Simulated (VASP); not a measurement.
# Al16N15O (a cell with a defect) in VASP: notebook

Al16N15O (a cell with a defect) is run at these levels: PBE, HSE06; tasks: single point.

Program: VASP 6.6.1. These are calculated values, not measurements. Logs are shortened: lines on timing, memory, paths and dates and some standing lists are left out, and cuts for length are marked.

## Step 1: The cell of the first run

The cell holds a defect, 32 atoms: a = 6.260 Å, b = 6.260 Å, c = 10.035 Å, α = 90.00°, β = 90.00°, γ = 120.00°.

## Step 2: Single point, PBE

The input, INCAR:

```
PREC = Accurate ; ENCUT = 520
EDIFF = 1E-6 ; ISMEAR = -1
SIGMA = 0.01 ; LREAL = Auto
LASPH = T ; NELM = 100
ALGO = Normal ; ISIF = 2
LWAVE = F ; LCHARG = F
GGA = PE ; NELECT = 130.0
NBANDS = 86
```

The input, KPOINTS:

```
Automatic mesh
0
Gamma
  2 2 2
  0.5 0.5 0.5
```

The input, POSCAR:

```
Al16N15O
1.0
    6.2595139128      0.0000000578      0.0000000000
   -3.1297570064      5.4208980350      0.0000000000
    0.0000000000      0.0000000000     10.0348065929
Al N O
16 15 1
Direct
    0.3352572221      0.1667096948      0.2492228664
    0.1686360619      0.3337325960      0.5014733089
    0.3316673542      0.1702533869      0.7506305460
    0.1660697424      0.3360684109      1.0054510148
    0.3367680057      0.6704233871      0.2562251623
    0.1550396179      0.8316938278      0.5016626856
    0.3241154822      0.6684277589      0.7567127398
    0.1662217027      0.8370722267      0.9958895544
    0.8322280489      0.1659753957      0.2566466238
    0.6706826515      0.3502550095      0.5023001414
    0.8339932005      0.1781085763      0.7567930212
    0.6651232800      0.3357777909      0.9958299943
    0.8417072124      0.6606758094      0.2295124678
    0.6697682668      0.8299948576      0.5217045934
    0.8235993436      0.6774799445      0.7350120020
    0.6657739894      0.8367245377      0.9980711559
    0.3363502762      0.1652206975      0.4372725563
    0.1685701810      0.3341397440      0.1944356333
    0.3300272330      0.1721654456      0.9393561022
    0.1660425706      0.3362957843      0.6932895626
    0.3392086204      0.6733302002      0.4456567283
    0.1790963262      0.8392595408      0.1827655003
    0.3274735237      0.6659390075      0.9451206316
    0.1675420031      0.8360044790      0.6938176323
    0.8287804433      0.1627278546      0.4463280827
    0.6627865963      0.3229461665      0.1829095913
    0.8362007657      0.1748454348      0.9452718686
    0.6658520769      0.3340311561      0.6947092846
    0.6719967028      0.8314740198      0.1911250964
    0.8308691116      0.6712560680      0.9380159955
    0.6521983611      0.8502663481      0.7118327645
    0.8895232307      0.6144901805      0.3964477728
```

Potentials or basis: VASP PAW PBE potentials, release 64 (Al, N, O).

The run is started by

```sh
$ cat potpaw_PBE.64/Al/POTCAR potpaw_PBE.64/N/POTCAR potpaw_PBE.64/O/POTCAR > POTCAR
$ mpirun -np 1 vasp_std > vasp.out
```

OUTCAR:

```text
PREC = Accurate
   ENCUT = 520
   EDIFF = 1E-6
   ISMEAR = -1
   LREAL = Auto
   LASPH = T
   NELM = 100
   ISIF = 2
   GGA = PE
   NELECT = 130.0

 ion  position               nearest neighbor table
   1  0.335  0.167  0.249-  17 1.89  18 1.89  26 1.90  22 1.90   4 3.06   8 3.11  12 3.11   2 3.11
                             5 3.11   9 3.11   6 3.12  10 3.12  13 3.14  13 3.14   9 3.15   5 3.15
   2  0.169  0.334  0.501-  25 1.92  21 1.92  20 1.93  17 1.93   9 3.06   3 3.06   5 3.06  10 3.09
                             6 3.10   1 3.11  14 3.13   7 3.14  11 3.14  14 3.14   6 3.16  10 3.17
   3  0.332  0.170  0.751-  20 1.89  19 1.89  28 1.90  24 1.90   8 3.05  12 3.05   2 3.06  10 3.10
                             6 3.10   7 3.12  11 3.12   4 3.13  15 3.13  15 3.14  11 3.14   7 3.14
   4  0.166  0.336  0.005-  27 1.89  23 1.89  18 1.90  19 1.90   1 3.06  11 3.08   7 3.08   5 3.10
                             9 3.10   3 3.13   8 3.13  12 3.13  16 3.13  16 3.13  12 3.14   8 3.14
   5  0.337  0.670  0.256-  21 1.90  22 1.92  18 1.93  29 1.93   2 3.06  13 3.08   6 3.09   4 3.10
                             9 3.10   1 3.11  16 3.15   1 3.15   9 3.16   8 3.19  13 3.20  14 3.22
   6  0.155  0.832  0.502-  32 1.86  17 1.92  24 1.93  21 1.94  15 2.95  10 3.02  14 3.04   5 3.09
                             3 3.10   2 3.10   1 3.12   7 3.13   2 3.16  13 3.22  14 3.23  10 3.24
   7  0.324  0.668  0.757-  31 1.84  24 1.87  23 1.89  20 1.91   8 2.98  14 3.01  16 3.05  11 3.07
                             4 3.08  15 3.11   3 3.12   6 3.13   2 3.14   3 3.14  15 3.17  11 3.19
   8  0.166  0.837  0.996-  23 1.87  22 1.88  19 1.90  30 1.91  13 2.93   7 2.98   3 3.05   1 3.11
                            12 3.12   4 3.13  16 3.13  16 3.13   4 3.14  12 3.14   5 3.19  15 3.21
   9  0.832  0.166  0.257-  25 1.90  26 1.92  18 1.93  29 1.93   2 3.06  13 3.08  10 3.10   5 3.10
                             4 3.10   1 3.11   1 3.15  16 3.15   5 3.16  12 3.19  13 3.20  14 3.22
  10  0.671  0.350  0.502-  32 1.86  17 1.93  28 1.93  25 1.96  15 2.93  14 3.01   6 3.02   2 3.09
                             3 3.10   9 3.10   1 3.12  11 3.14   2 3.17  13 3.21   6 3.24  14 3.26
  11  0.834  0.178  0.757-  31 1.84  28 1.86  27 1.89  20 1.91  12 2.98  14 3.02  16 3.05   7 3.07
                             4 3.08  15 3.11   3 3.12  10 3.14   2 3.14   3 3.14  15 3.17   7 3.19
  12  0.665  0.336  0.996-  27 1.87  26 1.88  19 1.90  30 1.91  13 2.93  11 2.98   3 3.05   1 3.11
                             8 3.12  16 3.13   4 3.13  16 3.13   4 3.14   8 3.14   9 3.19  15 3.21
  13  0.842  0.661  0.230-  32 1.75  29 1.89  22 1.89  26 1.89   8 2.93  12 2.93  16 3.01   9 3.08
                             5 3.08   1 3.14   1 3.14   5 3.20   9 3.20  10 3.21   6 3.22
  14  0.670  0.830  0.522-  31 1.92  21 1.95  25 1.96  15 2.71  10 3.01   7 3.01  11 3.02   6 3.04
                             2 3.13   2 3.14   5 3.22   9 3.22   6 3.23  10 3.26
  15  0.824  0.677  0.735-  31 1.88  28 1.91  24 1.91  30 2.04  14 2.71  10 2.93   6 2.95   7 3.11
                            11 3.11   3 3.13   3 3.14  16 3.15  11 3.17   7 3.17  12 3.21   8 3.21
  16  0.666  0.837  0.998-  30 1.89  27 1.91  23 1.91  29 1.94  13 3.01  11 3.05   7 3.05  12 3.13
                             8 3.13   4 3.13   8 3.13   4 3.13  12 3.13   5 3.15   9 3.15  15 3.15
  17  0.336  0.165  0.437-   1 1.89   6 1.92  10 1.93   2 1.93
  18  0.169  0.334  0.194-   1 1.89   4 1.90   5 1.93   9 1.93
  19  0.330  0.172  0.939-   3 1.89   4 1.90  12 1.90   8 1.90
  20  0.166  0.336  0.693-   3 1.89  11 1.91   7 1.91   2 1.93
  21  0.339  0.673  0.446-   5 1.90   2 1.92   6 1.94  14 1.95
  22  0.179  0.839  0.183-   8 1.88  13 1.89   1 1.90   5 1.92
  23  0.327  0.666  0.945-   8 1.87   4 1.89   7 1.89  16 1.91
  24  0.168  0.836  0.694-   7 1.87   3 1.90  15 1.91   6 1.93
  25  0.829  0.163  0.446-   9 1.90   2 1.92  14 1.96  10 1.96
  26  0.663  0.323  0.183-  12 1.88  13 1.89   1 1.90   9 1.92
  27  0.836  0.175  0.945-  12 1.87   4 1.89  11 1.89  16 1.91
  28  0.666  0.334  0.695-  11 1.86   3 1.90  15 1.91  10 1.93
  29  0.672  0.831  0.191-  13 1.89   9 1.93   5 1.93  16 1.94
  30  0.831  0.671  0.938-  16 1.89   8 1.91  12 1.91  15 2.04
  31  0.652  0.850  0.712-  11 1.84   7 1.84  15 1.88  14 1.92
  32  0.890  0.614  0.396-  13 1.75   6 1.86  10 1.86

  LATTYP: Found a hexagonal cell.
 ALAT       =     6.2595139128
 C/A-ratio  =     1.6031287306

  Lattice vectors:

 A1 = (   6.2595139128,   0.0000000578,   0.0000000000)
 A2 = (  -3.1297570064,   5.4208980350,   0.0000000000)
 A3 = (   0.0000000000,   0.0000000000,  10.0348065929)

Analysis of symmetry for initial positions (statically):
=====================================================================
 Subroutine PRICEL returns:
 Original cell was already a primitive cell.

 Routine SETGRP: Setting up the symmetry group for a
 hexagonal supercell.

 Subroutine GETGRP returns: Found  1 space group operations
 (whereof  1 operations were pure point group operations)
 out of a pool of 24 trial point group operations.

The static configuration has the point symmetry C_1 .

Analysis of symmetry for dynamics (positions and initial velocities):
[... 124 lines left out ...]
 Found     12 irreducible k-points:

 Following reciprocal coordinates:
            Coordinates               Weight
  0.250000  0.250000  0.250000      2.000000
 -0.250000  0.500000  0.250000      2.000000
  0.500000  0.250000  0.250000      2.000000
 -0.250000 -0.250000  0.250000      2.000000
  0.250000  0.500000  0.250000      2.000000
  0.500000 -0.250000  0.250000      2.000000
 -0.250000  0.250000  0.250000      2.000000
 -0.250000  0.000000  0.250000      2.000000
  0.000000 -0.250000  0.250000      2.000000
  0.250000 -0.250000  0.250000      2.000000
  0.250000  0.000000  0.250000      2.000000
  0.000000  0.250000  0.250000      2.000000
   k-points           NKPTS =     12   k-points in BZ     NKDIM =     12   number of bands    NBANDS=     86
   number of dos      NEDOS =    301   number of ions     NIONS =     32
   total plane-waves  NPLWV = 184320
   dimension x,y,z NGX =    48 NGY =   48 NGZ =   80
   dimension x,y,z NGXF=    96 NGYF=   96 NGZF=  160
   ions per type =              16  15   1
   NGX,Y,Z   is equivalent  to a cutoff of  12.75, 12.75, 13.25 a.u.
   NGXF,Y,Z  is equivalent  to a cutoff of  25.50, 25.50, 26.51 a.u.
 SYSTEM =  unknown system
   PREC   = accura    normal or accurate (medium, high low for compatibility)
   ISTART =      0    job   : 0-new  1-cont  2-samecut
   ICHARG =      2    charge: 1-file 2-atom 10-const
   ISPIN  =      1    spin polarized calculation?
   LNONCOLLINEAR =      F non collinear calculations
   LSORBIT =      F    spin-orbit coupling
   LASPH  =      T    aspherical Exc in radial PAW
   ENCUT  =  520.0 eV  38.22 Ry    6.18 a.u.  11.64 11.64 18.66*2*pi/ulx,y,z
   NELM   =    100;   NELMIN=  2; NELMDL= -5     # of ELM steps
   EDIFF  = 0.1E-05   stopping-criterion for ELM
   LREAL  =      T    real-space projection
   EDIFFG = 0.1E-04   stopping-criterion for IOM
   NSW    =      0    number of steps for IOM
   IBRION =     -1    ionic relax: 0-MD 1-quasi-New 2-CG
   NFREE  =      0    steps in history (QN), initial steepest desc. (CG)
   ISIF   =      2    stress and relaxation
   ISYM   =      2    0-nonsym 1-usesym 2-fastsym
   POTIM  = 0.5000    time-step for ionic-motion
   TEBEG  =    0.0;   TEEND  =   0.0 temperature during run
   PSTRESS=    0.0 pullay stress
   NELECT =     130.0000    total number of electrons
   NUPDOWN=      -1.0000    fix difference up-down
   EMIN   =  10.00;   EMAX   =-10.00  energy-range for DOS
   EFERMI =   0.00;   METHOD = LEGACY
   ISMEAR =    -1;   SIGMA  =   0.01  broadening in eV -4-tet -1-fermi 0-gaus
   EFERMI_NEDOS =   21; number of points for ismear=-14 and -15
   IALGO  =     38    algorithm
   IMIX   =      4    mixing-type and parameters
     AMIX     =   0.40;   BMIX     =  1.00
     AMIX_MAG =   1.60;   BMIX_MAG =  1.00
  volume/ion in A,a.u.               =      10.64        71.81
  Fermi-wavevector in a.u.,A,eV,Ry     =   1.187633  2.244301 19.190645  1.410473
  Thomas-Fermi vector in A             =   2.323780
   LORBIT       =      0    0 simple, 1 ext, 2 COOP (PROOUT), +10 PAW based schemes
   GGA     = PE    functional components
   LHFCALC =     F    Hartree Fock is set to
   AEXX    =    0.0000 exact exchange contribution
   IVDW    =     0    specifies the selected vdW correction
   LEPSILON=     F    determine dielectric tensor
   LRPA    =     F    only Hartree local field effects (RPA)
 non-spin polarized calculation
  energy-cutoff  :      520.00
  volume of cell :      340.50
 maximum number of plane-waves:      9165
 NGX is ok and might be reduce to    48
   NGX = 23   NGY = 23   NGZ = 37

 number of electron     130.0000005 magnetization

 Free energy of the ion-electron system (eV)
  ---------------------------------------------------
  ext. energy  EPLUGINS =         0.00000000
  ---------------------------------------------------
  free energy    TOTEN  =      -224.81678716 eV

  energy without entropy =     -224.81678716  energy(sigma->0) =     -224.81678716

 E-fermi :   9.4997     XC(G=0): -10.8857

 val. band max:        9.2678108712   @ k =  -0.2500   0.5000   0.2500
 cond. band min:      10.5091874895   @ k =  -0.2500   0.0000   0.2500
 fundamental gap:      1.2413766183
 Fermi energy:         9.4996509472

 k-point     1 :       0.2500    0.2500    0.2500
  band No.  band energies     occupation
      1     -11.8130      2.00000
      2      -8.5524      2.00000
      3      -8.0731      2.00000
      4      -7.9717      2.00000
      5      -7.8373      2.00000
      6      -7.5350      2.00000
[... 949 lines left out ...]
     76      12.3084      0.00000
     77      12.5372      0.00000
 [bands above 77 left out]

------------------------ aborting loop because EDIFF is reached ----------------------------------------

  FORCE on cell =-STRESS in cart. coord.  units (eV):
  Direction    XX          YY          ZZ          XY          YZ          ZX
  --------------------------------------------------------------------------------------
  -------------------------------------------------------------------------------------
  Total       14.7071942     11.3382344     21.2028704     -2.5970778      1.6529877     -3.0893130
  in kB       69.2021445     53.3500901     99.7664191    -12.2200980      7.7778462    -14.5362250
  external PRESSURE =      74.1062179 kB  Pullay stress =       0.0000000 kB

 VOLUME and BASIS-vectors are now :
 -----------------------------------------------------------------------------
  energy-cutoff  :      520.00
  volume of cell :      340.50
      direct lattice vectors                 reciprocal lattice vectors
     6.259513913  0.000000058  0.000000000     0.159756813  0.092235641  0.000000000
    -3.129757006  5.420898035  0.000000000    -0.000000002  0.184471279  0.000000000
     0.000000000  0.000000000 10.034806593     0.000000000  0.000000000  0.099653141

 POSITION                                       TOTAL-FORCE (eV/Angst)
 -----------------------------------------------------------------------------------
      1.57679      0.90372      2.50090         0.104044     -0.050793     -0.215778
      0.01108      1.80913      5.03219        -0.109963      0.051339     -0.133139
      1.54322      0.92293      7.53243         0.234266     -0.138764     -0.041631
     -0.01230      1.82179      0.05470        -0.102275      0.063354     -0.079637
      0.00974      3.63430      2.57117         0.091942     -0.061097     -0.123283
     -1.63253      4.50853      5.03409         0.000979     -0.103864     -0.105584
[... 24 lines left out ...]
      1.42132      4.60921      7.14310        -0.093624      0.039863      0.065217
      3.64478      3.33109      3.97828         0.300573     -0.172199     -0.047654
 -----------------------------------------------------------------------------------
    total drift:                               -0.006383      0.008632      0.012315

  FREE ENERGIE OF THE ION-ELECTRON SYSTEM (eV)
  ---------------------------------------------------
  free  energy   TOTEN  =      -224.8167871650 eV

  energy  without entropy=     -224.8167871650  energy(sigma->0) =     -224.81678716
```

It took 6.1 min on 1 thread of Intel Xeon 6975P-C (Granite Rapids), shared host; peak memory 0.54 GiB.

What came out:

```yaml
Free_energy: -224.8168 eV
Largest_force: 0.561 eV/Å
```

Forces in eV/Å, atoms in the order of the input:
```
Al   0.104 -0.051 -0.216
Al  -0.110  0.051 -0.133
Al   0.234 -0.139 -0.042
Al  -0.102  0.063 -0.080
Al   0.092 -0.061 -0.123
Al   0.001 -0.104 -0.106
Al   0.106  0.029 -0.055
Al  -0.091  0.101 -0.119
Al   0.096 -0.040 -0.095
Al   0.115  0.012 -0.102
Al   0.025 -0.111 -0.061
Al  -0.151  0.049 -0.102
Al   0.120 -0.080 -0.072
Al  -0.146  0.128 -0.234
Al   0.207 -0.101  0.067
Al  -0.128  0.067 -0.078
N   -0.310  0.207  0.419
N   -0.187  0.100  0.158
N    0.099 -0.077  0.096
N   -0.119  0.073 -0.044
N    0.169 -0.090  0.161
N   -0.155  0.087  0.096
N    0.183 -0.093  0.047
N   -0.223  0.172  0.097
N    0.125 -0.093  0.145
N   -0.145  0.129  0.104
N    0.214 -0.122  0.031
N   -0.254  0.081  0.072
N   -0.161  0.045  0.036
N    0.185 -0.101  0.114
N   -0.094  0.040  0.065
O    0.301 -0.172 -0.048
```

Caveat: the k points lie up to 0.58 Å⁻¹ apart; the cell carries a net charge on a neutralising background, which shifts energy and pressure; the cell is charged against a uniform background, so pressure and absolute levels hang on convention.

[end of part 1 of 3]
